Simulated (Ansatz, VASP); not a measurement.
**Two plane-wave programs on Bi**

```
Bi
1.0
    -4.25412    4.25412    1.44881
     4.25412   -4.25412    1.44881
     4.25412    4.25412   -1.44881
Bi
1
Direct
  0.00000 0.00000 0.00000
```

Alike in both runs: task single point; functional LDA; k mesh 6 × 6 × 6; no spin polarisation.

|  | VASP | Ansatz |
| --- | --- | --- |
| version | VASP 6.6.1 | Ansatz 0.2.0 |
| potentials or method | VASP PAW LDA potentials, release 64 (Bi_d) | plane waves, PAW |
| plane-wave cutoff (eV) | 520 | 420 |
| occupations | methfessel-paxton of order 1, width 0.1 eV | cold, width 0.1 eV |
| valence electrons in the cell | 15 | 15 |

|  | VASP | Ansatz | Ansatz less VASP |
| --- | --- | --- | --- |
| pressure (GPa) | 0.1 | 0.1 | 0.00 |
| traceless stress, the component that is largest in VASP (GPa) | 0.40 | 0.36 | -0.034 |

LDA's correlation is that of Perdew and Zunger in VASP and of Perdew and Wang (1992) in Ansatz.

The k mesh is coarse, so the values compare programs but aren't converged. Spin-orbit coupling is off throughout.
